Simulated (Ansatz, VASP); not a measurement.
# Two plane-wave programs on TiS2

```xyz
3
Lattice="3.4959 0.0000 0.0000 -1.7479 3.0275 0.0000 0.0000 0.0000 5.6670" Properties=species:S:1:pos:R:3 pbc="T T T"
Ti    0.0000    0.0000    0.0000
S     0.0000    2.0183    1.3709
S     1.7479    1.0092    4.2961
```

Change from the starting cell: epitaxial_xy strain +2.5%.

Alike in both runs: task single point; functional HSE06; k mesh 6 × 6 × 4; occupations fermi-dirac, width 0.02 eV; no spin polarisation.

```csv
,VASP,Ansatz
version,VASP 6.6.1,Ansatz 0.2.0
potentials or method,"VASP PAW PBE potentials, release 64 (Ti_sv, S)","plane waves, PAW"
plane-wave cutoff (eV),400,420
valence electrons in the cell,24,24
```

|  | VASP | Ansatz | Ansatz less VASP |
| --- | --- | --- | --- |
| gap on the k mesh at the Fermi level (eV) | 0.79 | 0.80 | +0.008 |
| pressure (GPa) | -3.1 | -2.8 | +0.35 |
| traceless stress, the component that is largest in VASP (GPa) | 3.26 | 3.20 | -0.058 |
| rms of the force components (eV/Å) | 0.103 | 0.106 | +0.0025 |

Atom by atom the forces differ by 0.003 eV/Å (rms over components). Ansatz's warnings: stress exchange threshold loose, stress scf threshold loose.
